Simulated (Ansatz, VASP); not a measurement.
## Si: VASP beside Ansatz

INCAR

```
ALGO = Normal
EDIFF = 1E-6
EDIFFG = -0.01
ENCUT = 600
GGA = PE
IBRION = 2
ISIF = 3
ISMEAR = 0
LASPH = True
LCHARG = False
LREAL = False
LWAVE = False
NELM = 100
NSW = 100
PREC = Accurate
SIGMA = 0.1
```

KPOINTS

```
k-points
0
Gamma
  24 24 22
```

The input POSCAR:

```
Si
1.0
    2.6401985138      0.0000000000      0.0000000000
   -1.3200992569      2.2864789840      0.0000000000
    0.0000000000      0.0000000000      2.5257300715
Si
1
Direct
    0.0000000000      0.0000000000      0.0000000000
```

Input for Ansatz:

```yaml
crystal:
  lattice:
    - [2.6401985138, 0.0, 0.0]
    - [-1.3200992569, 2.286478984, 0.0]
    - [0.0, 0.0, 2.5257300715]
  atoms:
    - { symbol: Si, position: [0.0, 0.0, 0.0] }
basis:
  ecutwfc: 420
kpoints:
  mp_grid: { grid: [24, 24, 22] }
hamiltonian:
  xc: pbe
scf:
  occupations: { method: gaussian, width: 0.1 }
output:
  forces: true
  stress: true
  eigenvalues: true
  write_density: true
  write_potential: true
  elf: true
  volumetric_format: npy
relax:
  adjacent_minimum: "off"
  f_tol: 0.01
  max_steps: 80
  cell: { stress_tol: 0.05 }
```

Alike in both runs: task relaxation of cell and atoms; functional PBE; k mesh 24 × 24 × 22; occupations gaussian, width 0.1 eV; no spin polarisation.

|  | VASP | Ansatz |
| --- | --- | --- |
| version | VASP 6.6.1 | Ansatz 0.2.0 |
| potentials or method | VASP PAW PBE potentials, release 64 (Si), cutoff 600 eV | scalar-relativistic, plane waves, PAW |
| valence electrons in the cell | 4 | 4 |

|  | VASP | Ansatz | Ansatz less VASP |
| --- | --- | --- | --- |
| gap on the k mesh at the Fermi level, each at its own relaxed structure (eV) | none | none | - |
| relaxed volume (Å³/atom) | 15.10 | 15.10 | +0.005 |
| relaxed length of the cell vector where the two differ most in proportion (Å) | 2.647 | 2.648 | +0.0003 |

A gap of «none» marks a metal or a gap that the smearing closes.
